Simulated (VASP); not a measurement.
# CuAu (R-3m) in VASP: notebook

CuAu is run at these levels: PBEsol, LDA; tasks: single point.

Program: VASP 6.6.1. These are calculated values, not measurements. Logs are shortened: lines on timing, memory, paths and dates and some standing lists are left out, and cuts for length are marked.

**1. The cell of the first run**

The structure is trigonal, space group R-3m (No. 166). Conventional cell: a = 2.847 Å, b = 2.847 Å, c = 12.596 Å, α = 90.00°, β = 90.00°, γ = 120.00°. Within 3.5 Å of Au (site symmetry -3m) lie 6 Cu at 2.67 Å and 6 Au at 2.85 Å. Cu (site symmetry -3m) has 6 Au at 2.67 Å and 6 Cu at 2.85 Å within 3.5 Å.

**2. Single point, PBEsol**

The input, INCAR:

```
SYSTEM = CuAu
PREC = Accurate
ENCUT = 520
EDIFF = 1E-7
ISMEAR = -1
SIGMA = 0.05
LREAL = .FALSE.
LASPH = .TRUE.
NELM = 60
ALGO = Normal
ISIF = 2
LWAVE = .FALSE.
LCHARG = .TRUE.
GGA = PS
LELF = .TRUE.
LVHAR = .TRUE.
NBANDS = 18
```

The input, KPOINTS:

```
Automatic mesh
0
G
  11 11 11
  0 0 0
```

The input, POSCAR:

```
CuAu
1.0
    1.4235536889      0.8218891055      4.1986478884
   -1.4235536889      0.8218891055      4.1986478884
    0.0000000000     -1.6437782110      4.1986478884
Au Cu
1 1
Direct
    0.0000000000      0.0000000000      0.0000000000
    0.5000000000      0.5000000000      0.5000000000
```

Potentials or basis: VASP PAW PBE potentials, release 64 (Au, Cu).

The run is started by

```
$ cat potpaw_PBE.64/Au/POTCAR potpaw_PBE.64/Cu/POTCAR > POTCAR
$ mpirun -np 1 vasp_std > vasp.out
```

OUTCAR:

```text
SYSTEM = CuAu
   PREC = Accurate
   ENCUT = 520
   EDIFF = 1E-7
   ISMEAR = -1
   LREAL = .FALSE.
   LASPH = .TRUE.
   NELM = 60
   ISIF = 2
   GGA = PS

 ion  position               nearest neighbor table
   1  0.000  0.000  0.000-   2 2.67   2 2.67   2 2.67   2 2.67   2 2.67   2 2.67
   2  0.500  0.500  0.500-   1 2.67   1 2.67   1 2.67   1 2.67   1 2.67   1 2.67

  LATTYP: Found a trigonal (rhomboedric) cell.
 ALAT       =     4.5089523060
 COS(alpha) =     0.8006453295

  Lattice vectors:

 A1 = (   1.4235536889,   0.8218891055,   4.1986478884)
 A2 = (  -1.4235536889,   0.8218891055,   4.1986478884)
 A3 = (   0.0000000000,  -1.6437782110,   4.1986478884)

Analysis of symmetry for initial positions (statically):
=====================================================================
 Subroutine PRICEL returns:
 Original cell was already a primitive cell.

 Routine SETGRP: Setting up the symmetry group for a
 trigonal (rhombohedral) supercell.

 Subroutine GETGRP returns: Found 12 space group operations
 (whereof 12 operations were pure point group operations)
 out of a pool of 12 trial point group operations.

The static configuration has the point symmetry D_3d.

Analysis of symmetry for dynamics (positions and initial velocities):
=====================================================================
 Subroutine PRICEL returns:
 Original cell was already a primitive cell.

 Routine SETGRP: Setting up the symmetry group for a
 trigonal (rhombohedral) supercell.

 Subroutine GETGRP returns: Found 12 space group operations
 (whereof 12 operations were pure point group operations)
 out of a pool of 12 trial point group operations.

The dynamic configuration has the point symmetry D_3d.

 Subroutine INISYM returns: Found 12 space group operations
 (whereof 12 operations are pure point group operations),
 and found     1 'primitive' translations

----------------------------------------------------------------------------------------

                                     Primitive cell

  volume of cell :      29.4746

  direct lattice vectors                    reciprocal lattice vectors
[... 79 lines left out ...]
   ISTART =      0    job   : 0-new  1-cont  2-samecut
   ICHARG =      2    charge: 1-file 2-atom 10-const
   ISPIN  =      1    spin polarized calculation?
   LNONCOLLINEAR =      F non collinear calculations
   LSORBIT =      F    spin-orbit coupling
   LASPH  =      T    aspherical Exc in radial PAW
   ENCUT  =  520.0 eV  38.22 Ry    6.18 a.u.   8.38  8.38  8.38*2*pi/ulx,y,z
   NELM   =     60;   NELMIN=  2; NELMDL= -5     # of ELM steps
   EDIFF  = 0.1E-06   stopping-criterion for ELM
   LREAL  =      F    real-space projection
   EDIFFG = 0.1E-05   stopping-criterion for IOM
   NSW    =      0    number of steps for IOM
   IBRION =     -1    ionic relax: 0-MD 1-quasi-New 2-CG
   NFREE  =      0    steps in history (QN), initial steepest desc. (CG)
   ISIF   =      2    stress and relaxation
   ISYM   =      2    0-nonsym 1-usesym 2-fastsym
   POTIM  = 0.5000    time-step for ionic-motion
   TEBEG  =    0.0;   TEEND  =   0.0 temperature during run
   PSTRESS=    0.0 pullay stress
   NELECT =      22.0000    total number of electrons
   NUPDOWN=      -1.0000    fix difference up-down
   EMIN   =  10.00;   EMAX   =-10.00  energy-range for DOS
   EFERMI =   0.00;   METHOD = LEGACY
   ISMEAR =    -1;   SIGMA  =   0.05  broadening in eV -4-tet -1-fermi 0-gaus
   EFERMI_NEDOS =   21; number of points for ismear=-14 and -15
   IALGO  =     38    algorithm
   IMIX   =      4    mixing-type and parameters
     AMIX     =   0.40;   BMIX     =  1.00
     AMIX_MAG =   1.60;   BMIX_MAG =  1.00
  volume/ion in A,a.u.               =      14.74        99.45
  Fermi-wavevector in a.u.,A,eV,Ry     =   1.485023  2.806286 30.004830  2.205293
  Thomas-Fermi vector in A             =   2.598486
   LORBIT       =      0    0 simple, 1 ext, 2 COOP (PROOUT), +10 PAW based schemes
   GGA     = PS    functional components
   LHFCALC =     F    Hartree Fock is set to
   AEXX    =    0.0000 exact exchange contribution
   IVDW    =     0    specifies the selected vdW correction
   LEPSILON=     F    determine dielectric tensor
   LRPA    =     F    only Hartree local field effects (RPA)
 non-spin polarized calculation
  energy-cutoff  :      520.00
  volume of cell :       29.47
 maximum number of plane-waves:       807
 NGX is ok and might be reduce to    36
   NGX = 17   NGY = 17   NGZ = 17

 number of electron      22.0000004 magnetization

 Free energy of the ion-electron system (eV)
  ---------------------------------------------------
  ext. energy  EPLUGINS =         0.00000000
  ---------------------------------------------------
  free energy    TOTEN  =        -8.19291553 eV

  energy without entropy =       -8.18499759  energy(sigma->0) =       -8.18895656

 E-fermi :   8.4542     XC(G=0): -12.7489

 val. band max:        8.4515278356   @ k =   0.3636   0.1818   0.1818
 cond. band min:       8.4548429801   @ k =  -0.3636   0.3636   0.2727
 fundamental gap:      0.0033151445
 Fermi energy:         8.4542003028

 k-point     1 :       0.0000    0.0000    0.0000
  band No.  band energies     occupation
      1      -1.4101      2.00000
      2       1.7103      2.00000
      3       3.4859      2.00000
      4       3.4859      2.00000
      5       4.5431      2.00000
      6       4.5431      2.00000
[... 481 lines left out ...]
      5       4.1354      2.00000
      6       5.4288      2.00000
[... 10 lines left out ...]
     17      21.1967      0.00000
     18      28.1086      0.00000

 [... further k-points ...]

------------------------ aborting loop because EDIFF is reached ----------------------------------------

  FORCE on cell =-STRESS in cart. coord.  units (eV):
  Direction    XX          YY          ZZ          XY          YZ          ZX
  --------------------------------------------------------------------------------------
  -------------------------------------------------------------------------------------
  Total       -0.6131294     -0.6131294     -0.1414812      0.0000000      0.0000000     -0.0000000
  in kB      -33.3284372    -33.3284372     -7.6906240      0.0000000      0.0000000     -0.0000000
  external PRESSURE =     -24.7824995 kB  Pullay stress =       0.0000000 kB

 VOLUME and BASIS-vectors are now :
 -----------------------------------------------------------------------------
  energy-cutoff  :      520.00
  volume of cell :       29.47
      direct lattice vectors                 reciprocal lattice vectors
     1.423553689  0.821889106  4.198647888     0.351233679  0.202784859  0.079390638
    -1.423553689  0.821889106  4.198647888    -0.351233679  0.202784859  0.079390638
     0.000000000 -1.643778211  4.198647888     0.000000000 -0.405569719  0.079390638

 POSITION                                       TOTAL-FORCE (eV/Angst)
 -----------------------------------------------------------------------------------
      0.00000      0.00000      0.00000         0.000000     -0.000000     -0.000000
      0.00000      0.00000      6.29797         0.000000      0.000000      0.000000
 -----------------------------------------------------------------------------------
    total drift:                                0.000000     -0.000000      0.000000

  FREE ENERGIE OF THE ION-ELECTRON SYSTEM (eV)
  ---------------------------------------------------
  free  energy   TOTEN  =        -8.1929155265 eV

  energy  without entropy=       -8.1849975876  energy(sigma->0) =       -8.18895656
```

stdout:

```text
POSCAR found type information on POSCAR AuCu
 POSCAR found :  2 types and       2 ions
 scaLAPACK will be used
 -----------------------------------------------------------------------------
|                                                                             |
|                                                                             |
|     You enforced a specific xc type in the INCAR file but a different       |
|     I HOPE YOU KNOW WHAT YOU ARE DOING!                                     |
|                                                                             |
 -----------------------------------------------------------------------------

 LDA part: xc-table for (Slater+PW92), standard interpolation
 POSCAR, INCAR and KPOINTS ok, starting setup
 FFT: planning ... GRIDC
 FFT: planning ... GRID_SOFT
 FFT: planning ... GRID
 WAVECAR not read
 entering main loop
```

Run time: 63 s. Hardware: 1 thread of Intel Xeon 6975P-C (Granite Rapids), shared host; peak memory 0.26 GiB.

Results:

```
Free energy            : -8.1929 eV
Pressure               : -2.5 GPa
Band gap on the k mesh : zero (band 11 reaches 10.48 eV, above the bottom of band 12 at 6.22 eV)
```

Levels at points of the mesh, in eV from the Fermi level:
| k point | band 9 | band 10 | band 11 | band 12 | band 13 | band 14 |
| --- | --- | --- | --- | --- | --- | --- |
| (0.00, 0.00, 0.00) | -2.28 | -1.61 | -1.61 | -0.26 | 4.80 | 14.52 |

Caveat: the PAW data sets were made with another functional, which shifts forces and pressure a little; spin-orbit coupling is left out, which moves the levels of the heavy elements.

**3. Single point, LDA**

This run uses another cell than the first one, of 15.04 Å³/atom, 1.021 times its volume.

The input, INCAR:

```
PREC     = Accurate       # precision mode
ENCUT    = 520            # plane-wave cutoff, eV
EDIFF    = 1E-6           # SCF threshold, eV
ISMEAR   = -1             # smearing method
SIGMA    = 0.05           # smearing width, eV
LREAL    = False          # projectors in reciprocal space
LASPH    = True           # aspherical terms in the spheres
NELM     = 100            # most SCF steps
ALGO     = Normal         # electronic algorithm
ISIF     = 2              # what is computed and relaxed
LWAVE    = False          # write WAVECAR
LCHARG   = False          # write CHGCAR
NBANDS   = 18             # bands
```

The input, KPOINTS:

```
regular mesh
0
Gamma
  11 11 11
```

The input, POSCAR:

```
CuAu
1.0
    1.4333716108      0.8275574853      4.2276049958
   -1.4333716108      0.8275574853      4.2276049958
    0.0000000000     -1.6551149707      4.2276049958
Au Cu
1 1
Direct
    0.0000000000      0.0000000000      0.0000000000
    0.5000000000      0.5000000000      0.5000000000
```

Potentials or basis: VASP PAW LDA potentials, release 64 (Au, Cu).

The run is started by

```
$ cat potpaw_LDA.64/Au/POTCAR potpaw_LDA.64/Cu/POTCAR > POTCAR
$ mpirun -np 1 vasp_std > vasp.out
```

Wall time 50 s (1 thread of Intel Xeon 6975P-C (Granite Rapids), shared host); peak memory 0.23 GiB.

Results (log left out):

```
Free energy            : -9.0349 eV
Pressure               : -9.9 GPa
Band gap on the k mesh : zero (band 11 reaches 10.16 eV, above the bottom of band 12 at 5.88 eV)
```

Stress tensor (GPa, compression positive):
```
-10.22   0.00   0.00
  0.00 -10.22   0.00
  0.00   0.00  -9.13
```

Levels at points of the mesh, in eV from the Fermi level:
```tsv
k point	band 7	band 8	band 9	band 10	band 11	band 12	band 13	band 14	band 15	band 16
(0.00, 0.00, 0.00)	-2.81	-2.28	-2.28	-1.63	-1.63	-0.15	4.67	14.55	16.01	16.01
```

Caveat: spin-orbit coupling is left out, which moves the levels of the heavy elements.

**4. Single point, PBEsol**

This run uses another cell than the first one, of 15.04 Å³/atom, 1.021 times its volume.

The input, INCAR:

```
PREC = Accurate
ENCUT = 520
EDIFF = 1E-6
ISMEAR = -1
SIGMA = 0.05
LREAL = F
LASPH = T
NELM = 60
ALGO = Fast
ISIF = 2
LWAVE = F
LCHARG = F
GGA = PS
NBANDS = 18
```

KPOINTS is that of step 3.

POSCAR is that of step 3.

Potentials or basis: VASP PAW PBE potentials, release 64 (Au, Cu).

The run is started by

```
$ cat potpaw_PBE.64/Au/POTCAR potpaw_PBE.64/Cu/POTCAR > POTCAR
$ mpirun -np 1 vasp_std > vasp.out
```

Wall time 87 s (1 thread of Intel Xeon 6975P-C (Granite Rapids), shared host); peak memory 0.27 GiB.

The run converged. Its results:

| Property | Result |
| --- | --- |
| Free energy | -8.1781 eV |
| Pressure | -5.4 GPa |
| Band gap on the k mesh | zero (band 11 reaches 10.18 eV, above the bottom of band 12 at 5.97 eV) |

Stress tensor (GPa, compression positive):
```
-6.08  0.00  0.00
 0.00 -6.08  0.00
 0.00  0.00 -3.98
```

Levels at points of the mesh, in eV from the Fermi level:
| k point | band 7 | band 8 | band 9 | band 10 | band 11 | band 12 | band 13 | band 14 | band 15 | band 16 |
| --- | --- | --- | --- | --- | --- | --- | --- | --- | --- | --- |
| (0.00, 0.00, 0.00) | -2.76 | -2.23 | -2.23 | -1.58 | -1.58 | -0.19 | 4.68 | 14.52 | 16.11 | 16.11 |

Caveat: the PAW data sets were made with another functional, which shifts forces and pressure a little; spin-orbit coupling is left out, which moves the levels of the heavy elements.

**5. Single point, LDA**

This run uses another cell than the first one, of 15.35 Å³/atom, 1.042 times its volume.

The input, INCAR:

```
SYSTEM = CuAu
PREC = Accurate ; ENCUT = 520
EDIFF = 1E-6 ; ISMEAR = -1
SIGMA = 0.05 ; LREAL = .FALSE.
LASPH = .TRUE. ; NELM = 80
ALGO = Fast ; ISIF = 2
LWAVE = .FALSE. ; LCHARG = .FALSE.
GGA = CA ; NBANDS = 18
```

The input, KPOINTS:

```
Automatic mesh
0
G
  11 11 11
  0 0 0
```

The input, POSCAR:

```
CuAu
1.0
    1.4430568479      0.8331492596      4.2561707609
   -1.4430568479      0.8331492596      4.2561707609
    0.0000000000     -1.6662985192      4.2561707609
Au Cu
1 1
Direct
    0.0000000000      0.0000000000      0.0000000000
    0.5000000000      0.5000000000      0.5000000000
```

Potentials or basis: VASP PAW LDA potentials, release 64 (Au, Cu).

The run is started by

```
$ cat potpaw_LDA.64/Au/POTCAR potpaw_LDA.64/Cu/POTCAR > POTCAR
$ mpirun -np 1 vasp_std > vasp.out
```

Wall time 100 s (1 thread of Intel Xeon 6975P-C (Granite Rapids), shared host); peak memory 0.25 GiB.

Results (log left out):

```
Free energy            : -8.9929 eV
Pressure               : -12.2 GPa
Band gap on the k mesh : zero (band 11 reaches 9.87 eV, above the bottom of band 12 at 5.64 eV)
```

Stress tensor (GPa, compression positive):
```
-12.40   0.00   0.00
  0.00 -12.40   0.00
  0.00   0.00 -11.71
```

Levels at points of the mesh, in eV from the Fermi level:
| k point | band 7 | band 8 | band 9 | band 10 | band 11 | band 12 | band 13 | band 14 | band 15 | band 16 |
| --- | --- | --- | --- | --- | --- | --- | --- | --- | --- | --- |
| (0.00, 0.00, 0.00) | -2.74 | -2.23 | -2.23 | -1.60 | -1.60 | -0.09 | 4.56 | 14.55 | 15.84 | 15.84 |

Caveat: spin-orbit coupling is left out, which moves the levels of the heavy elements.

**6. Single point, PBEsol**

This run uses another cell than the first one, of 15.35 Å³/atom, 1.042 times its volume.

The input, INCAR:

```
SYSTEM = CuAu
PREC = Accurate
ENCUT = 520
EDIFF = 1E-6
ISMEAR = -1
SIGMA = 0.05
LREAL = .FALSE.
LASPH = .TRUE.
NELM = 60
ALGO = Fast
ISIF = 2
LWAVE = .FALSE.
LCHARG = .TRUE.
GGA = PS
LELF = .TRUE.
LVHAR = .TRUE.
NBANDS = 18
```

KPOINTS is that of step 5.

POSCAR is that of step 5.

Potentials or basis: VASP PAW PBE potentials, release 64 (Au, Cu).

The run is started by

```
$ cat potpaw_PBE.64/Au/POTCAR potpaw_PBE.64/Cu/POTCAR > POTCAR
$ mpirun -np 1 vasp_std > vasp.out
```

It took 1.8 min on 1 thread of Intel Xeon 6975P-C (Granite Rapids), shared host; peak memory 0.27 GiB.

It converged, with:

```
Free energy            : -8.1527 eV
Pressure               : -7.9 GPa
Band gap on the k mesh : zero (band 11 reaches 9.88 eV, above the bottom of band 12 at 5.73 eV)
```

Stress tensor (GPa, compression positive):
```
-8.46  0.00  0.00
 0.00 -8.46  0.00
 0.00  0.00 -6.79
```

Levels at points of the mesh, in eV from the Fermi level:
| k point | band 9 | band 10 | band 11 | band 12 | band 13 | band 14 |
| --- | --- | --- | --- | --- | --- | --- |
| (0.00, 0.00, 0.00) | -2.18 | -1.56 | -1.56 | -0.12 | 4.56 | 14.52 |

Caveat: the PAW data sets were made with another functional, which shifts forces and pressure a little; spin-orbit coupling is left out, which moves the levels of the heavy elements.

**7. Summary**

```tsv
level	potentials or basis	cell	gap on the mesh (eV)	pressure (GPa)
PBEsol	VASP PAW PBE potentials, release 64 (Au, Cu)	a = 4.509 Å, angles 36.8°, 2 atoms	none	-2.5
LDA	VASP PAW LDA potentials, release 64 (Au, Cu)	a = 4.540 Å, angles 36.8°, 2 atoms	none	-9.9
PBEsol	VASP PAW PBE potentials, release 64 (Au, Cu)	a = 4.540 Å, angles 36.8°, 2 atoms	none	-5.4
LDA	VASP PAW LDA potentials, release 64 (Au, Cu)	a = 4.571 Å, angles 36.8°, 2 atoms	none	-12.2
PBEsol	VASP PAW PBE potentials, release 64 (Au, Cu)	a = 4.571 Å, angles 36.8°, 2 atoms	none	-7.9
```

Alike in all rows: task single point; no spin polarisation; k mesh 11 × 11 × 11; cutoff (eV) 520; smearing fermi-dirac 0.05 eV.

Caveats: spin-orbit coupling is left out, which moves the levels of the heavy elements; the PAW data sets were made with another functional, which shifts forces and pressure a little (some runs).

Absolute energies hang on the potentials; compare differences alone.
